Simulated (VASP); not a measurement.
## BN: single point with PBEsol

BN, a sheet with vacuum:

```xyz
2
Lattice="2.4982 0.0000 0.0000 -1.2491 -2.1635 0.0000 0.0000 0.0000 -16.0000" Properties=species:S:1:pos:R:3 pbc="T T T"
N     0.0000    0.0000   -8.0000
B     0.0000   -1.4424   -8.0000
```

```yaml
Program: VASP 6.6.1
Task: single point
Functional: PBEsol
Potentials_or_basis: VASP PAW PBE potentials, release 64 (N, B)
Cutoff: 720 eV
k_mesh: 20 × 20 × 1
Occupations: gaussian, width 0.03 eV
Spin: no spin polarisation
```

* Band gap on the k mesh: 4.71 eV

Levels at points of the mesh, in eV from the valence-band top:
```
           k point  band 1  band 2  band 3  band 4  band 5  band 6  band 7  band 8  band 9
(0.00, 0.00, 0.00)  -17.63   -5.29   -1.27   -1.27    4.84    5.84    6.26    7.86    8.37
(0.50, 0.00, 0.00)  -14.50   -8.90   -4.10   -0.89    4.79    9.81   12.64   13.11   13.38
```

It took 2.9 min on 1 thread of Intel(R) Xeon(R) Platinum 8488C (Sapphire Rapids) (shared host), peak memory 0.31 GiB.
